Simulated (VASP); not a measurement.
# BAs (Pm-3m) in VASP: notebook, part 2 of 2

VASP 6.6.1.

**3. Single point, revPBE**

File INCAR:

```
SYSTEM = BAs
PREC = Accurate ; ENCUT = 520
EDIFF = 1E-6 ; ISMEAR = -1
SIGMA = 0.05 ; LREAL = .FALSE.
LASPH = .TRUE. ; NELM = 60
ALGO = Normal ; ISIF = 2
LWAVE = .FALSE. ; LCHARG = .TRUE.
GGA = RE ; LELF = .TRUE.
LVHAR = .TRUE. ; NBANDS = 11
```

File KPOINTS:

```
regular mesh
0
G
  8 8 8
  0 0 0
```

File POSCAR:

```
BAs
1.0
    3.2358670400      0.0000000000      0.0000000000
    0.0000000000      3.2358670400      0.0000000000
    0.0000000000      0.0000000000      3.2358670400
B As
1 1
Direct
    0.0000000000      0.0000000000      0.0000000000
    0.5000000000      0.5000000000      0.5000000000
```

Potentials or basis: VASP PAW PBE potentials, release 64 (B, As).

Command:

```bash
$ cat potpaw_PBE.64/B/POTCAR potpaw_PBE.64/As/POTCAR > POTCAR
$ mpirun -np 1 vasp_std > vasp.out
```

Run time: 17 s. Hardware: 1 thread of AMD EPYC 7R13, shared host; peak memory 0.11 GiB.

It converged, with:

- Free energy: -7.3089 eV
- Pressure: -13.8 GPa
- Band gap on the k mesh: zero (band 4 reaches 6.50 eV, above the bottom of band 5 at 2.07 eV)

Levels at points of the mesh, in eV from the Fermi level:
```tsv
k point	band 1	band 2	band 3	band 4	band 5	band 6	band 7	band 8	band 9
(0.00, 0.00, 0.00)	-13.30	-2.35	-0.53	-0.53	-0.53	5.90	5.90	6.75	6.75
(0.50, 0.00, 0.00)	-11.31	-8.04	1.98	2.22	2.22	2.51	2.61	2.61	8.51
(0.50, 0.50, 0.00)	-9.62	-4.97	-4.97	-4.91	3.34	3.50	5.55	5.55	10.12
(0.50, 0.50, 0.50)	-8.25	-3.13	-2.21	-2.21	-2.21	-0.90	-0.90	-0.90	15.89
```

Caveat: the PAW data sets were made with another functional, which shifts forces and pressure a little.

**4. Single point, BLYP**

File INCAR:

```
SYSTEM = BAs
PREC = Accurate ; ENCUT = 520
EDIFF = 1E-7 ; ISMEAR = -1
SIGMA = 0.05 ; LREAL = .False.
LASPH = .True. ; NELM = 100
ALGO = Normal ; ISIF = 2
LWAVE = .False. ; LCHARG = .False.
GGA = B5 ; ALDAX = 1.0
AGGAX = 1.0 ; AGGAC = 1.0
ALDAC = 0.0 ; NBANDS = 11
```

File KPOINTS:

```
regular mesh
0
Gamma
  8 8 8
  0 0 0
```

POSCAR is that of step 3.

Command:

```bash
$ cat potpaw_PBE.64/B/POTCAR potpaw_PBE.64/As/POTCAR > POTCAR
$ mpirun -np 1 vasp_std > vasp.out
```

It took 25 s on 1 thread of AMD EPYC 7R13, shared host; peak memory 0.11 GiB.

It converged, with:

```yaml
Free_energy: -6.4056 eV
Pressure: -7.9 GPa
Band_gap_on_the_k_mesh: zero (band 4 reaches 6.75 eV, above the bottom of band 5 at 2.48 eV)
```

Levels at points of the mesh, in eV from the Fermi level:
```tsv
k point	band 1	band 2	band 3	band 4	band 5	band 6	band 7	band 8
(0.00, 0.00, 0.00)	-13.25	-2.47	-0.56	-0.56	-0.56	6.35	6.35	6.46
(0.50, 0.00, 0.00)	-11.35	-7.89	1.93	2.14	2.14	2.38	2.50	2.50
(0.50, 0.50, 0.00)	-9.75	-4.86	-4.82	-4.82	3.19	3.32	5.38	5.38
(0.50, 0.50, 0.50)	-8.44	-3.20	-2.12	-2.12	-2.12	-0.77	-0.77	-0.77
```

Caveat: the PAW data sets were made with another functional, which shifts forces and pressure a little.

**5. Single point, r2SCAN**

POSCAR is that of step 4.

File INCAR.step1:

```
SYSTEM = BAs
ALGO     = Normal         ! electronic algorithm
EDIFF    = 1E-4           ! SCF threshold, eV
ENCUT    = 520            ! plane-wave cutoff, eV
GGA      = PE             ! functional
ISMEAR   = -1             ! smearing method
LASPH    = .TRUE.         ! aspherical terms in the spheres
LCHARG   = .FALSE.        ! write CHGCAR
LREAL    = .FALSE.        ! projectors in reciprocal space
LWAVE    = .TRUE.         ! write WAVECAR
NBANDS   = 11             ! bands
NELM     = 80             ! most SCF steps
PREC     = Accurate       ! precision mode
SIGMA    = 0.05           ! smearing width, eV
```

File INCAR.step2:

```
SYSTEM = BAs
ALGO     = Normal         ! electronic algorithm
EDIFF    = 1E-6           ! SCF threshold, eV
ENCUT    = 520            ! plane-wave cutoff, eV
ISIF     = 2              ! what is computed and relaxed
ISMEAR   = -1             ! smearing method
ISTART   = 1            
LASPH    = .TRUE.         ! aspherical terms in the spheres
LCHARG   = .TRUE.         ! write CHGCAR
LELF     = .TRUE.         ! ELF
LMIXTAU  = .TRUE.       
LREAL    = .FALSE.        ! projectors in reciprocal space
LVHAR    = .TRUE.       
LWAVE    = .FALSE.        ! write WAVECAR
METAGGA  = R2SCAN         ! meta-GGA
NBANDS   = 11             ! bands
NELM     = 80             ! most SCF steps
PREC     = Accurate       ! precision mode
SIGMA    = 0.05           ! smearing width, eV
```

File KPOINTS:

```
k-points
0
G
  8 8 8
  0 0 0
```

Potentials or basis: VASP PAW PBE potentials, release 64 (B, As).

Command:

```bash
$ cat potpaw_PBE.64/B/POTCAR potpaw_PBE.64/As/POTCAR > POTCAR
$ cp INCAR.step1 INCAR
$ mpirun -np 1 vasp_std > vasp.out
$ cp INCAR.step2 INCAR
$ mpirun -np 1 vasp_std > vasp.out
```

OUTCAR:

```text
SYSTEM = BAs
   EDIFF = 1E-6
   ENCUT = 520
   ISIF = 2
   ISMEAR = -1
   ISTART = 1
   LASPH = .TRUE.
   LREAL = .FALSE.
   METAGGA = R2SCAN
   NELM = 80
   PREC = Accurate

 ion  position               nearest neighbor table
   1  0.000  0.000  0.000-
   2  0.500  0.500  0.500-

  LATTYP: Found a simple cubic cell.
 ALAT       =     3.2358670400

  Lattice vectors:

 A1 = (   3.2358670400,   0.0000000000,   0.0000000000)
[... 517 lines left out ...]
     11      17.9892      0.00000

 [... further k-points ...]

------------------------ aborting loop because EDIFF is reached ----------------------------------------

  FORCE on cell =-STRESS in cart. coord.  units (eV):
  Direction    XX          YY          ZZ          XY          YZ          ZX
  --------------------------------------------------------------------------------------
  -------------------------------------------------------------------------------------
  Total       -3.1472365     -3.1472365     -3.1472365     -0.0000000      0.0000000      0.0000000
  in kB     -148.8222795   -148.8222795   -148.8222795     -0.0000000      0.0000000      0.0000000
  external PRESSURE =    -148.8222795 kB  Pullay stress =       0.0000000 kB

 VOLUME and BASIS-vectors are now :
 -----------------------------------------------------------------------------
  energy-cutoff  :      520.00
  volume of cell :       33.88
      direct lattice vectors                 reciprocal lattice vectors
     3.235867040  0.000000000  0.000000000     0.309036183  0.000000000  0.000000000
     0.000000000  3.235867040  0.000000000     0.000000000  0.309036183  0.000000000
     0.000000000  0.000000000  3.235867040     0.000000000  0.000000000  0.309036183

 POSITION                                       TOTAL-FORCE (eV/Angst)
 -----------------------------------------------------------------------------------
      0.00000      0.00000      0.00000         0.000000      0.000000      0.000000
      1.61793      1.61793      1.61793         0.000000      0.000000      0.000000
 -----------------------------------------------------------------------------------
    total drift:                                0.000000     -0.000000     -0.000000

  FREE ENERGIE OF THE ION-ELECTRON SYSTEM (eV)
  ---------------------------------------------------
  free  energy   TOTEN  =       -18.0861874624 eV

  energy  without entropy=      -18.0768000516  energy(sigma->0) =      -18.08149376
```

OSZICAR.step1:

```text
N       E                     dE             d eps       ncg     rms          rms(c)
DAV:   1     0.117968458938E+02    0.11797E+02   -0.34402E+03   770   0.621E+02
DAV:   2    -0.722617788703E+01   -0.19023E+02   -0.18532E+02  1134   0.864E+01
DAV:   3    -0.785056538444E+01   -0.62439E+00   -0.62238E+00   902   0.145E+01
DAV:   4    -0.785285046020E+01   -0.22851E-02   -0.22849E-02   898   0.941E-01
DAV:   5    -0.785285332244E+01   -0.28622E-05   -0.28628E-05   837   0.371E-02    0.204E+00
DAV:   6    -0.778894168284E+01    0.63912E-01   -0.27258E-01   818   0.162E+00    0.105E+00
DAV:   7    -0.778691530693E+01    0.20264E-02   -0.20855E-02   899   0.747E-01    0.523E-01
DAV:   8    -0.778650160691E+01    0.41370E-03   -0.27459E-03   839   0.330E-01    0.543E-02
DAV:   9    -0.778650118276E+01    0.42415E-06   -0.30716E-04   716   0.691E-02
   1 F= -.77865012E+01 E0= -.77820422E+01  d E =-.891791E-02
```

It took 67 s on 1 thread of AMD EPYC 7R13, shared host; peak memory 0.12 GiB.

What came out:

```yaml
Free_energy: -18.0862 eV
Pressure: -14.9 GPa
Band_gap_on_the_k_mesh: zero (band 4 reaches 6.38 eV, above the bottom of band 5 at 1.78 eV)
```

Caveat: the PAW data sets were made with another functional, which shifts forces and pressure a little.

**6. Overview**

| level | gap on the mesh (eV) | pressure (GPa) |
| --- | --- | --- |
| RPBE | none | -13.4 |
| revPBE | none | -13.8 |
| BLYP | none | -7.9 |
| r2SCAN | none | -14.9 |

Alike in all rows: task single point; potentials or basis VASP PAW PBE potentials, release 64 (B, As); no spin polarisation; cell as given; k mesh 8 × 8 × 8; cutoff (eV) 520; smearing fermi-dirac 0.05 eV.

Every run on the cell as given and a fine mesh finds a metal. The pressure there spans -14.9 GPa (r2SCAN) to -7.9 GPa (BLYP); a positive pressure means that this level wants a larger cell, a negative one a smaller.

Caveats: the PAW data sets were made with another functional, which shifts forces and pressure a little.

Absolute energies hang on the potentials; compare differences alone.
